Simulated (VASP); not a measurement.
**CoPtO2: single point with PBE**

Crystal: CoPtO2.

```xyz
4
Lattice="1.4274 0.8241 5.9611 -1.4274 0.8241 5.9611 0.0000 -1.6482 5.9611" Properties=species:S:1:pos:R:3 pbc="T T T"
Co    0.0000    0.0000    8.9416
Pt    0.0000    0.0000    0.0000
O     0.0000    0.0000   15.8741
O     0.0000    0.0000    2.0091
```

```
Program                 : VASP 6.6.1
Task                    : single point
Functional              : PBE
Potentials or basis     : VASP PAW PBE potentials, release 64 (Co, Pt, O)
Cutoff                  : 520 eV
k mesh                  : 18 × 18 × 18
Occupations             : gaussian, width 0.1 eV
Spin                    : no spin polarisation
Dipole correction       : no
k mesh for the DOS      : 27 × 27 × 27
Occupations for the DOS : tetrahedron
Further INCAR settings  : ALGO = Normal; EDIFF = 1e-06; NBANDS = 24
```

The valence electrons inside the program's atomic spheres are Co 8.39; Pt 9.18; O 5.00.

Levels at points of the mesh, in eV from the Fermi level:
| k point | band 14 | band 15 | band 16 | band 17 | band 18 | band 19 |
| --- | --- | --- | --- | --- | --- | --- |
| (0.00, 0.00, 0.00) | -1.60 | -1.60 | -1.50 | 1.78 | 1.78 | 2.68 |

Wall time 81 min on 1 thread of AMD EPYC 7R13 Processor (Zen 3) (shared host), peak memory 1.9 GiB.

Caveat: spin-orbit coupling is left out, which moves the levels of the heavy elements; an odd number of electrons without spin polarisation forces a metal; a magnetic or distorted state may lie lower; the run has no spin polarisation, though such a crystal can be magnetic; semilocal functionals often make such compounds metallic where correlation or magnetic order opens a gap, which also shifts bond lengths. Spin polarisation is off, so any magnetic state and its effect on volume and gap are missing.
